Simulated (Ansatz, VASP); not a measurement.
## Two plane-wave programs on GeSe

```
Ge Se
1.0
    11.23940    0.00000    0.00000
     0.00000    3.79400    0.00000
     0.00000    0.00000    4.62025
Ge Se
4 4
Direct
  0.12893 0.25000 0.11740
  0.87107 0.75000 0.88260
  0.37107 0.75000 0.61740
  0.62893 0.25000 0.38260
  0.84984 0.25000 0.51437
  0.15016 0.75000 0.48563
  0.65016 0.75000 0.01437
  0.34984 0.25000 0.98563
```

Change from the starting cell: uniaxial_z strain -1.0%.

Alike in both runs: task single point; functional r2SCAN; k mesh 2 × 6 × 6; no spin polarisation.

|  | VASP | Ansatz |
| --- | --- | --- |
| version | VASP 6.6.1 | Ansatz 0.2.0 |
| potentials or method | VASP PAW PBE potentials, release 64 (Ge_d, Se) | plane waves, PAW |
| plane-wave cutoff (eV) | 550 | 500 |
| occupations | gaussian, width 0.01 eV | fixed |
| valence electrons in the cell | 80 | 120 |

```csv
,VASP,Ansatz,Ansatz less VASP
gap on the k mesh at the Fermi level (eV),1.06,1.06,+0.003
pressure (GPa),0.2,0.2,-0.02
"traceless stress, the component that is largest in VASP (GPa)",-0.16,-0.17,-0.009
rms of the force components (eV/Å),0.007,0.000,-0.0067
```

VASP's potentials were made for PBE, not for r2SCAN. Atom by atom the forces differ by 0.007 eV/Å (rms over components). VASP's potentials hold 80 valence electrons a cell and Ansatz's 120, so a difference there can come from the potentials and not from the codes.
